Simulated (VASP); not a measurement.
Wanted: the native input for a VASP 6.6.1 run.

```
Task                   : single point
Functional             : r2SCAN
Potentials or basis    : VASP PAW PBE potentials, release 64 (B_h, N_h)
Cutoff                 : 910 eV
k mesh                 : 12 × 12 × 8
Occupations            : fermi-dirac, width 0.02 eV
Spin                   : no spin polarisation
Dipole correction      : no
Further INCAR settings : ALGO = Normal; EDIFF = 1e-06; NBANDS = 16
```

The system is BN.

```
B N
1.0
     2.54340    0.00000    0.00000
    -1.27170    2.20265    0.00000
     0.00000    0.00000    4.20699
B N
2 2
Direct
  0.66667 0.33333 0.00016
  0.33333 0.66667 0.50016
  0.66667 0.33333 0.37484
  0.33333 0.66667 0.87484
```

One way to write it, as run:

POSCAR

```
BN
1.0
    2.5434023000      0.0000000000      0.0000000000
   -1.2717011500      2.2026510100      0.0000000000
    0.0000000000      0.0000000000      4.2069931400
B N
2 2
Direct
    0.6666666700      0.3333333300      0.0001583200
    0.3333333300      0.6666666700      0.5001583200
    0.6666666700      0.3333333300      0.3748416800
    0.3333333300      0.6666666700      0.8748416800
```

INCAR.step1

```
ALGO = Normal
EDIFF = 1E-5
ENCUT = 910
GGA = PE
GGA_COMPAT = F
ISMEAR = -1
LASPH = T
LCHARG = F
LREAL = F
LWAVE = T
NBANDS = 16
NELM = 120
PREC = Accurate
SIGMA = 0.02
```

INCAR.step2

```
ALGO = Normal
EDIFF = 1E-6
ENCUT = 910
GGA_COMPAT = F
ISIF = 2
ISMEAR = -1
ISTART = 1
LASPH = T
LCHARG = F
LMIXTAU = T
LREAL = F
LWAVE = F
METAGGA = R2SCAN
NBANDS = 16
NELM = 120
PREC = Accurate
SIGMA = 0.02
```

KPOINTS

```
k-points
0
Gamma
  12 12 8
```

Potentials or basis: VASP PAW PBE potentials, release 64 (B_h, N_h).

Run with:

```console
$ cat potpaw_PBE.64/B_h/POTCAR potpaw_PBE.64/N_h/POTCAR > POTCAR
$ cp INCAR.step1 INCAR
$ mpirun -np 1 vasp_std > vasp.out
$ cp INCAR.step2 INCAR
$ mpirun -np 1 vasp_std > vasp.out
```

Results of the run:

- Pressure: -0.3 GPa
- Largest force: 0.007 eV/Å
- Band gap on the k mesh: 5.74 eV (least direct gap 9.01 eV)

Caveat: the cutoff is under 1.25 times the usual one of these potentials, so pressure, stress and relaxed cells hold a basis-set (Pulay) error; the PAW data sets were made with another functional, which shifts forces and pressure a little.

It took 4.9 min on 1 thread of AMD EPYC 7R43 64-Core Processor (Zen 3), with other jobs on the host, peak memory 0.19 GiB.
